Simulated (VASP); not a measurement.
A run of VASP 6.6.1:

INCAR

```
SYSTEM = Au
PREC = Accurate ; ENCUT = 520
EDIFF = 1E-7 ; ISMEAR = -1
SIGMA = 0.05 ; LREAL = .False.
LASPH = .True. ; NELM = 80
ALGO = Normal ; ISIF = 2
LWAVE = .False. ; LCHARG = .False.
GGA = PS ; NBANDS = 12
```

Contents of KPOINTS:

```
Automatic mesh
0
Gamma
  11 11 11
  0 0 0
```

Contents of POSCAR:

```
Au
1.0
    0.0000000000      2.0078085756      2.0078085756
    2.0078085756      0.0000000000      2.0078085756
    2.0078085756      2.0078085756      0.0000000000
Au
1
Direct
    0.0000000000      0.0000000000      0.0000000000
```

Potentials or basis: VASP PAW PBE potentials, release 64 (Au).

Command:

```sh
$ cat potpaw_PBE.64/Au/POTCAR > POTCAR
$ mpirun -np 1 vasp_std > vasp.out
```

Hardware: 1 thread of Intel Xeon 6975P-C (shared host).

Problem. Estimate the wall time of this run.

Solution. It took 4.2 s on 1 thread of Intel Xeon 6975P-C, on a shared host, peak memory 0.15 GiB. Counts: scf iterations 11, k points 56.
